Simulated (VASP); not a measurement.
Set up this calculation in VASP 6.6.1, as the native input.

| Item | Value |
| --- | --- |
| Task | single point |
| Functional | RPBE |
| Potentials or basis | VASP PAW PBE potentials, release 64 (Ir) |
| Cutoff | 520 eV |
| k mesh | 23 × 23 × 23 |
| Occupations | fermi-dirac, width 0.1 eV |
| Spin | no spin polarisation |
| Dipole correction | no |
| Further INCAR settings | ALGO = Normal; EDIFF = 1e-06; NBANDS = 10 |

The structure of Ir lies in POSCAR:

```
Ir
1.0
    0.0000000000      1.9177139861      1.9177139861
    1.9177139861      0.0000000000      1.9177139861
    1.9177139861      1.9177139861      0.0000000000
Ir
1
Direct
    0.0000000000      0.0000000000      0.0000000000
```

This cell differs from its parent crystal: volume scaled by 0.96.

The input as run:

INCAR

```
  PREC = Accurate
  ENCUT = 520
  EDIFF = 1E-6
  ISMEAR = -1
  SIGMA = 0.1
  LREAL = F
  LASPH = T
  NELM = 60
  ALGO = Normal
  ISIF = 2
  LWAVE = F
  LCHARG = F
  GGA = RP
  NBANDS = 10
```

KPOINTS

```
Automatic mesh
0
Gamma
  23 23 23
```

Potentials or basis: VASP PAW PBE potentials, release 64 (Ir).

The run is started by

```bash
$ cat potpaw_PBE.64/Ir/POTCAR > POTCAR
$ mpirun -np 1 vasp_std > vasp.out
```

Results of the run:

```json
{
  "Pressure": "15.2 GPa"
}
```

Caveat: the PAW data sets were made with another functional, which shifts forces and pressure a little.

Wall time 14 s on 1 thread of Intel(R) Xeon(R) 6975P-C (Granite Rapids), with other jobs on the host, peak memory 0.16 GiB.
